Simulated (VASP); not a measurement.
Write the native input for VASP 6.6.1 that does the following.

```
Task                   : single point
Functional             : PBE
Potentials or basis    : VASP PAW PBE potentials, release 64 (La, Ge_d, Mg, F)
Cutoff                 : 520 eV
k mesh                 : 4 × 4 × 4
Occupations            : methfessel-paxton, width 0.0296 eV
Spin                   : no spin polarisation
Dipole correction      : no
Further INCAR settings : ALGO = Normal; EDIFF = 1e-07; NBANDS = 51
```

The structure of La2MgGeF6 lies in POSCAR:

```
La2MgGeF6
1.0
    2.9038430000      1.6765330000      4.6810950000
   -2.9038430000      1.6765330000      4.6810950000
    0.0000000000     -3.3530650000      4.6810950000
La Ge Mg F
2 1 1 6
Direct
    0.7520000000      0.7520000000      0.7520000000
    0.2480000000      0.2480000000      0.2480000000
    0.5030000000      0.5030000000      0.5030000000
    0.0000000000      0.0000000000      0.0000000000
    0.6900000000      0.2550000000      0.7890000000
    0.7890000000      0.6900000000      0.2550000000
    0.2550000000      0.7890000000      0.6900000000
    0.2080000000      0.3240000000      0.7350000000
    0.7350000000      0.2080000000      0.3240000000
    0.3240000000      0.7350000000      0.2080000000
```

One way to write it, as run:

INCAR

```
PREC     = Accurate       # precision mode
ENCUT    = 520            # plane-wave cutoff, eV
EDIFF    = 1E-7           # SCF threshold, eV
ISMEAR   = 1              # smearing method
SIGMA    = 0.0296         # smearing width, eV
LREAL    = F              # projectors in reciprocal space
LASPH    = T              # aspherical terms in the spheres
NELM     = 60             # most SCF steps
ALGO     = Normal         # electronic algorithm
ISIF     = 2              # what is computed and relaxed
LWAVE    = F              # write WAVECAR
LCHARG   = T              # write CHGCAR
GGA      = PE             # functional
LELF     = T              # ELF
LVHAR    = T            
NBANDS   = 51             # bands
```

KPOINTS

```
regular mesh
0
Gamma
  4 4 4
```

Potentials or basis: VASP PAW PBE potentials, release 64 (La, Ge_d, Mg, F).

Command:

```sh
$ cat potpaw_PBE.64/La/POTCAR potpaw_PBE.64/Ge_d/POTCAR potpaw_PBE.64/Mg/POTCAR potpaw_PBE.64/F/POTCAR > POTCAR
$ mpirun -np 1 vasp_std > vasp.out
```

Results of the run:

```json
{
 "Pressure": "26.1 GPa",
 "Largest force": "3.541 eV/Å",
 "Band gap on the k mesh": "zero (band 40 reaches 9.99 eV, above the bottom of band 41 at 8.89 eV)"
}
```

Caveat: spin-orbit coupling is left out, which moves the levels of the heavy elements; forces of over 1 eV/Å act on the atoms, so gaps and moduli don't describe the material at rest.

Wall time 8.3 min on 1 thread of Oxide Virtual Turin-like Processor, with other jobs on the host, peak memory 0.35 GiB.
